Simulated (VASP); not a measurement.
# NaH (Fm-3m) in VASP: a series of runs

The runs below take NaH through single point, with r2SCAN.

All numbers are computed with VASP 6.6.1; they aren't measurements. Logs are shortened: lines on timing, memory, paths and dates and some standing lists are left out, and cuts for length are marked.

## 1. The cell of the first run

It takes space group Fm-3m (No. 225, cubic). Conventional cell: a = 4.795 Å, b = 4.795 Å, c = 4.795 Å, α = 90.00°, β = 90.00°, γ = 90.00°. Na (site symmetry m-3m) has 6 H at 2.40 Å within 3.2 Å. Within 3.2 Å of H (site symmetry m-3m) lie 6 Na at 2.40 Å.

## 2. Single point, r2SCAN

Contents of POSCAR:

```
NaH
1.0
    0.0000000000      2.3973724904      2.3973724904
    2.3973724904      0.0000000000      2.3973724904
    2.3973724904      2.3973724904      0.0000000000
Na H
1 1
Direct
    0.0000000000      0.0000000000      0.0000000000
    0.5000000000      0.5000000000      0.5000000000
```

Contents of INCAR.step1:

```
SYSTEM = NaH
PREC = Accurate ; ENCUT = 520
ISMEAR = -1 ; SIGMA = 0.02
LREAL = .FALSE. ; LASPH = .TRUE.
NELM = 80 ; NBANDS = 11
GGA = PE ; ALGO = Normal
EDIFF = 1E-4 ; LWAVE = .TRUE.
LCHARG = .FALSE.
```

Contents of INCAR.step2:

```
SYSTEM = NaH
PREC = Accurate ; ENCUT = 520
EDIFF = 1E-7 ; ISMEAR = -1
SIGMA = 0.02 ; LREAL = .FALSE.
LASPH = .TRUE. ; NELM = 80
ALGO = Normal ; ISIF = 2
LWAVE = .FALSE. ; LCHARG = .FALSE.
METAGGA = R2SCAN ; LMIXTAU = .TRUE.
NBANDS = 11 ; ISTART = 1
```

Contents of KPOINTS:

```
Automatic mesh
0
G
  10 10 10
  0 0 0
```

Potentials or basis: VASP PAW PBE potentials, release 64 (Na_pv, H).

Run with:

```
cat potpaw_PBE.64/Na_pv/POTCAR potpaw_PBE.64/H/POTCAR > POTCAR
cp INCAR.step1 INCAR
mpirun -np 1 vasp_std > vasp.out
cp INCAR.step2 INCAR
mpirun -np 1 vasp_std > vasp.out
```

OUTCAR:

```text
SYSTEM = NaH
   PREC = Accurate
   ENCUT = 520
   EDIFF = 1E-7
   ISMEAR = -1
   LREAL = .FALSE.
   LASPH = .TRUE.
   NELM = 80
   ISIF = 2
   METAGGA = R2SCAN
   ISTART = 1

 ion  position               nearest neighbor table
   1  0.000  0.000  0.000-
   2  0.500  0.500  0.500-

  LATTYP: Found a face centered cubic cell.
 ALAT       =     4.7947449808

  Lattice vectors:

 A1 = (   0.0000000000,   2.3973724904,   2.3973724904)
 A2 = (   2.3973724904,   0.0000000000,   2.3973724904)
 A3 = (   2.3973724904,   2.3973724904,   0.0000000000)

Analysis of symmetry for initial positions (statically):
=====================================================================
 Subroutine PRICEL returns:
 Original cell was already a primitive cell.

 Routine SETGRP: Setting up the symmetry group for a
 face centered cubic supercell.

 Subroutine GETGRP returns: Found 48 space group operations
 (whereof 48 operations were pure point group operations)
 out of a pool of 48 trial point group operations.

The static configuration has the point symmetry O_h .

Analysis of symmetry for dynamics (positions and initial velocities):
=====================================================================
 Subroutine PRICEL returns:
 Original cell was already a primitive cell.

 Routine SETGRP: Setting up the symmetry group for a
 face centered cubic supercell.

 Subroutine GETGRP returns: Found 48 space group operations
 (whereof 48 operations were pure point group operations)
 out of a pool of 48 trial point group operations.

The dynamic configuration has the point symmetry O_h .

 Subroutine INISYM returns: Found 48 space group operations
 (whereof 48 operations are pure point group operations),
 and found     1 'primitive' translations

----------------------------------------------------------------------------------------

                                     Primitive cell

  volume of cell :      27.5573

  direct lattice vectors                    reciprocal lattice vectors
     0.000000000  2.397372490  2.397372490    -0.208561666  0.208561666  0.208561666
     2.397372490  0.000000000  2.397372490     0.208561666 -0.208561666  0.208561666
     2.397372490  2.397372490  0.000000000     0.208561666  0.208561666 -0.208561666

  length of vectors
     3.390396690  3.390396690  3.390396690     0.361239402  0.361239402  0.361239402

  position of ions in fractional coordinates (direct lattice)
     0.000000000  0.000000000  0.000000000
     0.500000000  0.500000000  0.500000000

  ion indices of the primitive-cell ions
   primitive index   ion index
                 1           1
                 2           2

----------------------------------------------------------------------------------------

 KPOINTS: Automatic mesh

Automatic generation of k-mesh.
 Grid dimensions read from file:
 generate k-points for:   10   10   10

 Generating k-lattice:

  Cartesian coordinates                     Fractional coordinates (reciprocal lattice)
    -0.020856167  0.020856167  0.020856167     0.100000000  0.000000000  0.000000000
     0.020856167 -0.020856167  0.020856167     0.000000000  0.100000000  0.000000000
     0.020856167  0.020856167 -0.020856167     0.000000000  0.000000000  0.100000000

  Length of vectors
     0.036123940  0.036123940  0.036123940

  Shift w.r.t. Gamma in fractional coordinates (k-lattice)
     0.000000000  0.000000000  0.000000000

 Subroutine IBZKPT returns following result:
 ===========================================

 Found     47 irreducible k-points:

 Following reciprocal coordinates:
            Coordinates               Weight
  0.000000  0.000000  0.000000      1.000000
  0.100000  0.000000  0.000000      8.000000
  0.200000  0.000000  0.000000      8.000000
  0.300000  0.000000  0.000000      8.000000
  0.400000  0.000000  0.000000      8.000000
  0.500000  0.000000  0.000000      4.000000
[... 16 lines left out ...]
  0.300000  0.300000  0.000000      6.000000
  0.400000  0.300000  0.000000     24.000000
 [... further k-points ...]
   k-points           NKPTS =     47   k-points in BZ     NKDIM =     47   number of bands    NBANDS=     11
   number of dos      NEDOS =    301   number of ions     NIONS =      2
   total plane-waves  NPLWV =  21952
   dimension x,y,z NGX =    28 NGY =   28 NGZ =   28
   dimension x,y,z NGXF=    56 NGYF=   56 NGZF=   56
   ions per type =               1   1
   NGX,Y,Z   is equivalent  to a cutoff of  13.73, 13.73, 13.73 a.u.
   NGXF,Y,Z  is equivalent  to a cutoff of  27.46, 27.46, 27.46 a.u.
 SYSTEM =  NaH
   PREC   = accura    normal or accurate (medium, high low for compatibility)
   ISTART =      1    job   : 0-new  1-cont  2-samecut
   ICHARG =      0    charge: 1-file 2-atom 10-const
   ISPIN  =      1    spin polarized calculation?
   LNONCOLLINEAR =      F non collinear calculations
   LSORBIT =      F    spin-orbit coupling
   LASPH  =      T    aspherical Exc in radial PAW
   ENCUT  =  520.0 eV  38.22 Ry    6.18 a.u.   6.30  6.30  6.30*2*pi/ulx,y,z
   NELM   =     80;   NELMIN=  2; NELMDL=  0     # of ELM steps
   EDIFF  = 0.1E-06   stopping-criterion for ELM
   LREAL  =      F    real-space projection
   EDIFFG = 0.1E-05   stopping-criterion for IOM
   NSW    =      0    number of steps for IOM
   IBRION =     -1    ionic relax: 0-MD 1-quasi-New 2-CG
   NFREE  =      0    steps in history (QN), initial steepest desc. (CG)
   ISIF   =      2    stress and relaxation
   ISYM   =      2    0-nonsym 1-usesym 2-fastsym
   POTIM  = 0.5000    time-step for ionic-motion
   TEBEG  =    0.0;   TEEND  =   0.0 temperature during run
   PSTRESS=    0.0 pullay stress
   NELECT =       8.0000    total number of electrons
   NUPDOWN=      -1.0000    fix difference up-down
   EMIN   =  10.00;   EMAX   =-10.00  energy-range for DOS
   EFERMI =   0.00;   METHOD = LEGACY
   ISMEAR =    -1;   SIGMA  =   0.02  broadening in eV -4-tet -1-fermi 0-gaus
   EFERMI_NEDOS =   21; number of points for ismear=-14 and -15
   IALGO  =     38    algorithm
   IMIX   =      4    mixing-type and parameters
     AMIX     =   0.40;   BMIX     =  1.00
     AMIX_MAG =   1.60;   BMIX_MAG =  1.00
  volume/ion in A,a.u.               =      13.78        92.98
  Fermi-wavevector in a.u.,A,eV,Ry     =   1.083992  2.048447 15.987364  1.175038
  Thomas-Fermi vector in A             =   2.220071
   LORBIT       =      0    0 simple, 1 ext, 2 COOP (PROOUT), +10 PAW based schemes
   METAGGA = R2SCAN    functional components
   LHFCALC =     F    Hartree Fock is set to
   AEXX    =    0.0000 exact exchange contribution
   IVDW    =     0    specifies the selected vdW correction
   LEPSILON=     F    determine dielectric tensor
   LRPA    =     F    only Hartree local field effects (RPA)
 non-spin polarized calculation
  energy-cutoff  :      520.00
  volume of cell :       27.56
 maximum number of plane-waves:       757
 NGX is ok and might be reduce to    28
   NGX = 13   NGY = 13   NGZ = 13

 number of electron       7.9999992 magnetization

 Free energy of the ion-electron system (eV)
  ---------------------------------------------------
  ext. energy  EPLUGINS =         0.00000000
  ---------------------------------------------------
  free energy    TOTEN  =        -7.60245386 eV

  energy without entropy =       -7.60245386  energy(sigma->0) =       -7.60245386

 E-fermi :  -0.8584     XC(G=0):  -8.2249

 val. band max:       -1.3985376240   @ k =  -0.3000   0.5000   0.2000
 cond. band min:       3.0300193395   @ k =   0.5000   0.0000   0.0000
 fundamental gap:      4.4285569635
 Fermi energy:        -0.8583788712

 k-point     1 :       0.0000    0.0000    0.0000
  band No.  band energies     occupation
      1     -24.2381      2.00000
      2     -24.2378      2.00000
      3     -24.2378      2.00000
      4      -4.9973      2.00000
      5      10.2767      0.00000
      6      15.1489      0.00000
      7      15.1489      0.00000
      8      15.1489      0.00000
      9      16.1325      0.00000
     10      16.1325      0.00000
     11      16.1325      0.00000

 k-point     2 :       0.1000    0.0000    0.0000
  band No.  band energies     occupation
      1     -24.2471      2.00000
      2     -24.2391      2.00000
      3     -24.2388      2.00000
      4      -4.8203      2.00000
      5       9.6002      0.00000
      6      13.0437      0.00000
      7      14.5271      0.00000
      8      14.5273      0.00000
      9      16.8234      0.00000
     10      16.8236      0.00000
     11      17.1525      0.00000

 k-point     3 :       0.2000    0.0000    0.0000
  band No.  band energies     occupation
      1     -24.2714      2.00000
      2     -24.2419      2.00000
      3     -24.2416      2.00000
      4      -4.3076      2.00000
      5       7.7369      0.00000
      6      11.6019      0.00000
      7      13.7592      0.00000
      8      13.7594      0.00000
      9      17.3322      0.00000
     10      17.3326      0.00000
     11      18.3101      0.00000

 k-point     4 :       0.3000    0.0000    0.0000
  band No.  band energies     occupation
      1     -24.3011      2.00000
      2     -24.2453      2.00000
      3     -24.2450      2.00000
      4      -3.5275      2.00000
      5       5.5609      0.00000
      6      10.9113      0.00000
      7      13.1710      0.00000
      8      13.1714      0.00000
      9      16.9997      0.00000
     10      17.0005      0.00000
     11      19.1500      0.00000

 k-point     5 :       0.4000    0.0000    0.0000
  band No.  band energies     occupation
      1     -24.3248      2.00000
      2     -24.2481      2.00000
      3     -24.2478      2.00000
      4      -2.6678      2.00000
      5       3.7849      0.00000
      6      10.5774      0.00000
      7      12.8040      0.00000
      8      12.8045      0.00000
      9      16.6125      0.00000
     10      16.6133      0.00000
     11      19.1387      0.00000
[... 211 lines left out ...]
 k-point    21 :      -0.3000    0.2000    0.0000
  band No.  band energies     occupation
      1     -24.3102      2.00000
      2     -24.2708      2.00000
      3     -24.2492      2.00000
      4      -2.5115      2.00000
      5       4.7861      0.00000
      6       7.2563      0.00000
      7      12.4727      0.00000
      8      13.5012      0.00000
      9      17.6588      0.00000
     10      18.0847      0.00000
     11      20.2861      0.00000

 k-point    22 :      -0.2000    0.2000    0.0000
  band No.  band energies     occupation
      1     -24.2961      2.00000
      2     -24.2625      2.00000
      3     -24.2447      2.00000
      4      -3.2853      2.00000
      5       6.0877      0.00000
      6       8.0626      0.00000
      7      13.4244      0.00000
      8      13.8695      0.00000
      9      17.2713      0.00000
     10      18.2663      0.00000
     11      18.5295      0.00000

 k-point    23 :       0.3000    0.3000    0.0000
  band No.  band energies     occupation
      1     -24.2957      2.00000
      2     -24.2591      2.00000
      3     -24.2588      2.00000
      4      -3.1062      2.00000
      5       6.0014      0.00000
      6      10.4717      0.00000
      7      10.9871      0.00000
      8      10.9872      0.00000
      9      13.8345      0.00000
     10      20.6594      0.00000
     11      22.8628      0.00000

 k-point    24 :       0.4000    0.3000    0.0000
  band No.  band energies     occupation
      1     -24.3076      2.00000
      2     -24.2653      2.00000
      3     -24.2626      2.00000
      4      -2.4924      2.00000
      5       5.1286      0.00000
      6       8.6545      0.00000
      7      10.7098      0.00000
      8      11.6702      0.00000
      9      13.8761      0.00000
     10      20.9932      0.00000
     11      22.4541      0.00000

 [... further k-points ...]
[... 5 lines left out ...]
  --------------------------------------------------------------------------------------
  -------------------------------------------------------------------------------------
  Total       -0.0517853     -0.0517853     -0.0517853      0.0000000      0.0000000     -0.0000000
  in kB       -3.0107895     -3.0107895     -3.0107895      0.0000000      0.0000000     -0.0000000
  external PRESSURE =      -3.0107895 kB  Pullay stress =       0.0000000 kB

 VOLUME and BASIS-vectors are now :
 -----------------------------------------------------------------------------
  energy-cutoff  :      520.00
  volume of cell :       27.56
      direct lattice vectors                 reciprocal lattice vectors
     0.000000000  2.397372490  2.397372490    -0.208561666  0.208561666  0.208561666
     2.397372490  0.000000000  2.397372490     0.208561666 -0.208561666  0.208561666
     2.397372490  2.397372490  0.000000000     0.208561666  0.208561666 -0.208561666

 POSITION                                       TOTAL-FORCE (eV/Angst)
 -----------------------------------------------------------------------------------
      0.00000      0.00000      0.00000         0.000000      0.000000      0.000000
      2.39737      2.39737      2.39737         0.000000      0.000000     -0.000000
 -----------------------------------------------------------------------------------
    total drift:                               -0.000000     -0.000000     -0.000000

  FREE ENERGIE OF THE ION-ELECTRON SYSTEM (eV)
  ---------------------------------------------------
  free  energy   TOTEN  =        -7.6024538601 eV

  energy  without entropy=       -7.6024538601  energy(sigma->0) =       -7.60245386
```

It took 2 min on 1 thread of Intel Xeon 8259CL, shared host; peak memory 0.16 GiB.

Results:

| Quantity | Value |
| --- | --- |
| Free energy | -7.6025 eV |
| Pressure | -0.3 GPa |
| Band gap on the k mesh | 4.43 eV, indirect (least direct gap 5.26 eV) |

Caveat: the PAW data sets were made with another functional, which shifts forces and pressure a little. A k mesh can miss the band edges.

## 3. Single point, r2SCAN

Contents of POSCAR:

```
NaH
1.0
    0.0000000000      2.3973724900      2.3973724900
    2.3973724900      0.0000000000      2.3973724900
    2.3973724900      2.3973724900      0.0000000000
Na H
1 1
Direct
    0.0000000000      0.0000000000      0.0000000000
    0.5000000000      0.5000000000      0.5000000000
```

Contents of INCAR.step1:

```
PREC     = Accurate       # precision mode
ENCUT    = 520            # plane-wave cutoff, eV
ISMEAR   = -1             # smearing method
SIGMA    = 0.02           # smearing width, eV
LREAL    = False          # projectors in reciprocal space
LASPH    = True           # aspherical terms in the spheres
NELM     = 80             # most SCF steps
NBANDS   = 11             # bands
GGA      = PE             # functional
ALGO     = Normal         # electronic algorithm
EDIFF    = 1E-4           # SCF threshold, eV
LWAVE    = True           # write WAVECAR
LCHARG   = False          # write CHGCAR
```

Contents of INCAR.step2:

```
PREC     = Accurate       # precision mode
ENCUT    = 520            # plane-wave cutoff, eV
EDIFF    = 1E-6           # SCF threshold, eV
ISMEAR   = -1             # smearing method
SIGMA    = 0.02           # smearing width, eV
LREAL    = False          # projectors in reciprocal space
LASPH    = True           # aspherical terms in the spheres
NELM     = 80             # most SCF steps
ALGO     = Normal         # electronic algorithm
ISIF     = 2              # what is computed and relaxed
LWAVE    = False          # write WAVECAR
LCHARG   = False          # write CHGCAR
METAGGA  = R2SCAN         # meta-GGA
LMIXTAU  = True         
NBANDS   = 11             # bands
ISTART   = 1
```

Contents of KPOINTS:

```
regular mesh
0
Gamma
  10 10 10
```

Potentials or basis: VASP PAW PBE potentials, release 64 (Na_pv, H).

Run with:

```
cat potpaw_PBE.64/Na_pv/POTCAR potpaw_PBE.64/H/POTCAR > POTCAR
cp INCAR.step1 INCAR
mpirun -np 1 vasp_std > vasp.out
cp INCAR.step2 INCAR
mpirun -np 1 vasp_std > vasp.out
```

Wall time 97 s (1 thread of Intel Xeon 8259CL, shared host); peak memory 0.16 GiB.

It converged, with:

```
Free energy            : -7.6025 eV
Pressure               : -0.3 GPa
Band gap on the k mesh : 4.43 eV, indirect (least direct gap 5.26 eV)
```

Levels at points of the mesh, in eV from the valence-band top:
| k point | band 1 | band 2 | band 3 | band 4 | band 5 | band 6 | band 7 | band 8 | band 9 |
| --- | --- | --- | --- | --- | --- | --- | --- | --- | --- |
| (0.00, 0.00, 0.00) | -22.84 | -22.84 | -22.84 | -3.60 | 11.68 | 16.55 | 16.55 | 16.55 | 17.53 |
| (0.50, 0.00, 0.00) | -22.93 | -22.85 | -22.85 | -0.83 | 4.43 | 11.88 | 14.08 | 14.08 | 17.87 |
| (0.50, 0.50, 0.00) | -22.92 | -22.87 | -22.87 | -0.16 | 5.26 | 10.81 | 11.56 | 11.56 | 13.32 |

Caveat: the PAW data sets were made with another functional, which shifts forces and pressure a little.

(Part 1 of 2 ends here.)
